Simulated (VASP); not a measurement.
Wanted: the native input for a VASP 6.6.1 run.

| Quantity | Value |
| --- | --- |
| Task | single point |
| Functional | PBEsol |
| Potentials or basis | VASP PAW PBE potentials, release 64 (Ba_sv, Ti_sv, O) |
| Cutoff | 520 eV |
| k mesh | 4 × 2 × 2 |
| Occupations | fermi-dirac, width 0.146 eV |
| Spin | no spin polarisation |
| Dipole correction | no |
| Further INCAR settings | LREAL = Auto; ALGO = Normal; EDIFF = 1e-06; NBANDS = 96 |

The structure of BaTiO3 lies in POSCAR:

```
BaTiO3
1.0
    3.9955960000      0.0000000000      0.0000000000
    0.0000000000      7.9911920000      0.0000000000
    0.0000000000      0.0000000000      7.9911920000
Ba Ti O
4 4 12
Direct
    0.4601115829      0.2428252256      0.2635794510
    0.5007045257      0.2483361681      0.7466365468
    0.4841125079      0.7533381753      0.2473701045
    0.5332015549      0.7532483264      0.7482742249
    0.0049206677     -0.0138357331      0.0064682465
   -0.0390487427     -0.0356571335      0.5078582770
   -0.0079182180      0.4841253971      0.0071909172
   -0.0335932362      0.4847594702      0.5006575990
    0.5329675473      0.0006841282     -0.0264178360
    0.0222790292      0.2378339802     -0.0076382848
    0.0652518423     -0.0095319947      0.2243249818
    0.5240497288      0.0060421524      0.4993401485
    0.0496186301      0.2722936703      0.4946078132
    0.0458877724      0.0013771412      0.7232631878
    0.5147101959      0.4775680524      0.0204493898
   -0.0115915123      0.7547154417     -0.0023220566
    0.0240319592      0.4808505414      0.2435745506
    0.5388965751      0.5197831563      0.5081547284
   -0.0007315554      0.7448980077      0.4587031572
   -0.0234345514      0.5233771132      0.7665957719
```

These files were run (other wordings do the same):

INCAR

```
SYSTEM = BaTiO3
PREC = Accurate ; ENCUT = 520
EDIFF = 1E-6 ; ISMEAR = -1
SIGMA = 0.146 ; LREAL = Auto
LASPH = .True. ; NELM = 80
ALGO = Normal ; ISIF = 2
LWAVE = .False. ; LCHARG = .True.
GGA = PS ; LELF = .True.
LVHAR = .True. ; NBANDS = 96
```

KPOINTS

```
Automatic mesh
0
Gamma
  4 2 2
  0 0 0
```

Potentials or basis: VASP PAW PBE potentials, release 64 (Ba_sv, Ti_sv, O).

The run is started by

```sh
$ cat potpaw_PBE.64/Ba_sv/POTCAR potpaw_PBE.64/Ti_sv/POTCAR potpaw_PBE.64/O/POTCAR > POTCAR
$ mpirun -np 1 vasp_std > vasp.out
```

It gave:

| Quantity | Value |
| --- | --- |
| Pressure | 7.8 GPa |
| Largest force | 3.298 eV/Å |
| Band gap on the k mesh | 2.09 eV, indirect (least direct gap 2.47 eV) |

Caveat: the PAW data sets were made with another functional, which shifts forces and pressure a little; spin-orbit coupling is left out, which moves the levels of the heavy elements.

Wall time 8.2 min on 1 thread of Oxide Virtual Turin-like Processor (shared host), peak memory 0.39 GiB.
